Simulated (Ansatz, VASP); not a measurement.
**Al in VASP and in Ansatz**

```
Al
1.0
     2.81683    0.00000    0.00000
    -1.40842    2.43945    0.00000
     0.00000    0.00000    4.66224
Al
2
Direct
  0.66667 0.33333 0.75000
  0.33333 0.66667 0.25000
```

Alike in both runs: functional r2SCAN; k mesh 24 × 24 × 12; occupations gaussian, width 0.1 eV; no spin polarisation.

Ansatz relaxed the structure, and its values are those at the end. VASP's run is a single point on that final structure, the one shown.

|  | VASP | Ansatz |
| --- | --- | --- |
| version | VASP 6.6.1 | Ansatz 0.2.0 |
| potentials or method | VASP PAW PBE potentials, release 64 (Al), cutoff 520 eV | scalar-relativistic, plane waves, PAW |
| valence electrons in the cell | 6 | 6 |

```tsv
	VASP	Ansatz	Ansatz less VASP
gap on the k mesh at the Fermi level (eV)	none	none	-
pressure (GPa)	-0.3	0.0	+0.32
```

VASP's potentials were made for PBE, not for r2SCAN. A gap of «none» marks a metal or a gap that the smearing closes.
